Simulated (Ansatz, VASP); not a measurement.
# InCoB3: VASP beside Ansatz

The input INCAR:

```
SYSTEM = InCoB3
ALGO     = Normal         ! electronic algorithm
EDIFF    = 1E-6           ! SCF threshold, eV
ENCUT    = 520            ! plane-wave cutoff, eV
GGA      = RP             ! functional
ISIF     = 2              ! what is computed and relaxed
ISMEAR   = 0              ! smearing method
LASPH    = .TRUE.         ! aspherical terms in the spheres
LCHARG   = .TRUE.         ! write CHGCAR
LELF     = .TRUE.         ! ELF
LREAL    = .FALSE.        ! projectors in reciprocal space
LVHAR    = .TRUE.       
LWAVE    = .FALSE.        ! write WAVECAR
NBANDS   = 42             ! bands
NELM     = 60             ! most SCF steps
PREC     = Accurate       ! precision mode
SIGMA    = 0.0536         ! smearing width, eV
```

The input KPOINTS:

```
k-points
0
G
  6 6 6
  0 0 0
```

The input POSCAR:

```
InCoB3
1.0
    3.3244960000      0.0000000000      0.0000000000
    1.6622480000     -9.5962020000      0.0000000000
    0.0000000000      0.0000000000     -3.2588810000
Co B In
2 6 2
Direct
    0.2050000000      0.5900000000      0.7500000000
    0.7950000000      0.4100000000      0.2500000000
    0.6530000000      0.6940000000      0.7500000000
    0.3470000000      0.3060000000      0.2500000000
    0.3260000000      0.3480000000      0.7500000000
    0.6740000000      0.6520000000      0.2500000000
    0.5250000000      0.9500000000      0.7500000000
    0.4750000000      0.0500000000      0.2500000000
    0.9280000000      0.1440000000      0.7500000000
    0.0720000000      0.8560000000      0.2500000000
```

Input for Ansatz:

```yaml
crystal:
  lattice:
    - [3.324496, 0.0, 0.0]
    - [1.662248, -9.596202, 0.0]
    - [0.0, 0.0, -3.258881]
  atoms:
    - { symbol: Co, position: [0.205, 0.59, 0.75] }
    - { symbol: Co, position: [0.795, 0.41, 0.25] }
    - { symbol: B, position: [0.653, 0.694, 0.75] }
    - { symbol: B, position: [0.347, 0.306, 0.25] }
    - { symbol: In, position: [0.928, 0.144, 0.75] }
    - { symbol: In, position: [0.072, 0.856, 0.25] }
    - { symbol: B, position: [0.326, 0.348, 0.75] }
    - { symbol: B, position: [0.674, 0.652, 0.25] }
    - { symbol: B, position: [0.525, 0.95, 0.75] }
    - { symbol: B, position: [0.475, 0.05, 0.25] }
  symmetry: { tolerance: 0.0003 }
kpoints:
  mp_grid: { grid: [6, 6, 6], shift: [0, 0, 0] }
magnetization:
  spin_polarized: false
scf:
  occupations: { method: gaussian, width: 0.0536 }
  eigensolver: { kind: davidson }
hamiltonian:
  pseudopotentials: { kind: paw }
  xc: rpbe
basis:
  ecutwfc: 420
  precision: f64
output:
  forces: true
  stress: true
  eigenvalues: true
```

Alike in both runs: task single point; functional RPBE; k mesh 6 × 6 × 6; occupations gaussian, width 0.0536 eV; no spin polarisation.

|  | VASP | Ansatz |
| --- | --- | --- |
| version | VASP 6.6.1 | Ansatz 0.2.0 |
| potentials or method | VASP PAW PBE potentials, release 64 (Co, B, In_d), cutoff 520 eV | PAW plane waves |
| valence electrons in the cell | 62 | 78 |

|  | VASP | Ansatz | Ansatz less VASP |
| --- | --- | --- | --- |
| gap on the k mesh at the Fermi level (eV) | none | none | - |
| pressure (GPa) | 5.8 | 5.7 | -0.12 |
| rms of the force components (eV/Å) | 0.967 | 0.967 | +0.0003 |

VASP's potentials were made for PBE, not for RPBE. A gap of «none» marks a metal or a gap that the smearing closes. With one functional, cell and mesh, what is left measures potentials, basis and numerics. VASP's potentials hold 62 valence electrons a cell and Ansatz's 78, so a difference there can come from the potentials and not from the codes.
